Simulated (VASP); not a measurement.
Set up this calculation in VASP 6.6.1, as the native input.

| Item | Value |
| --- | --- |
| Task | single point |
| Functional | PBE |
| Potentials or basis | VASP PAW PBE potentials, release 64 (Ba_sv, F, Na_pv) |
| Cutoff | 520 eV |
| k mesh | 1 × 1 × 1 |
| Occupations | fermi-dirac, width 0.1637 eV |
| Spin | no spin polarisation |
| Dipole correction | no |
| Further INCAR settings | LREAL = Auto; ALGO = Normal; EDIFF = 1e-06; NBANDS = 105; ISYM = 0 |

The structure of Ba5Na4F14 lies in POSCAR:

```
Ba5Na4F14
1.0
    7.5902190000      0.3427840000      0.0528720000
    0.3427840000      7.5783980000     -0.1247070000
    0.0528720000     -0.1247070000      7.4653180000
Ba F Na
5 14 4
Direct
    0.6179589837      0.2595535883      0.5868543607
    0.8339188176      0.3198653812      0.0846158859
    0.3027075801     -0.0327405700      0.3382909163
   -0.0057335893      0.8522414067      0.7600711203
    0.8345697857      0.8367641026      0.3610268132
    0.3011565881      0.8486958666      0.8209861341
    0.8621205977      0.4403701407      0.3788587705
    0.7634503916      0.5052604337     -0.2649391005
    0.8200857058      0.8144142619      0.0577567611
    0.4140714232      0.3541739139      0.8208515943
    0.1800834115      0.6702552049      0.4407003353
    0.6619303618      0.1262050427      0.8647965258
    0.6702805453      0.7951914296      0.5874937765
    0.0518617870      0.1086082847      0.0921375589
    0.0992534663      0.0370994112      0.5537027126
    0.5373769072      0.6352586050      0.2647545628
    0.0596763537      0.5127245208      1.0346619030
    0.5811313932      0.0597985104      0.3024566018
    0.3092825071      0.3390476894      0.4079837236
    0.3725834536      0.5993858922      0.6663659049
    0.6226919301      0.7449100514      0.8970841604
    0.3326732794      0.4697047791      0.1368715133
    1.0717231727      0.3870398950      0.5687004139
```

One way to write it, as run:

INCAR

```
PREC = Accurate
ENCUT = 520
EDIFF = 1E-6
ISMEAR = -1
SIGMA = 0.1637
LREAL = Auto
LASPH = T
NELM = 60
ALGO = Normal
ISIF = 2
LWAVE = F
LCHARG = F
GGA = PE
ISYM = 0
NBANDS = 105
```

KPOINTS

```
regular mesh
0
Gamma
  1 1 1
```

Potentials or basis: VASP PAW PBE potentials, release 64 (Ba_sv, F, Na_pv).

Run with:

```sh
$ cat potpaw_PBE.64/Ba_sv/POTCAR potpaw_PBE.64/F/POTCAR potpaw_PBE.64/Na_pv/POTCAR > POTCAR
$ mpirun -np 1 vasp_gam > vasp.out
```

Results of the run:

```yaml
Pressure: 7.0 GPa
Largest_force: 4.029 eV/Å
```

Caveat: the k points lie up to 0.84 Å⁻¹ apart, too coarse for converged energies, forces and pressures; the atoms stand as in a frame of molecular dynamics.

Wall time 110 s on 1 thread of Intel(R) Xeon(R) Platinum 8259CL CPU @ 2.50GHz (Skylake/Cascade Lake), on a shared host, peak memory 0.42 GiB.
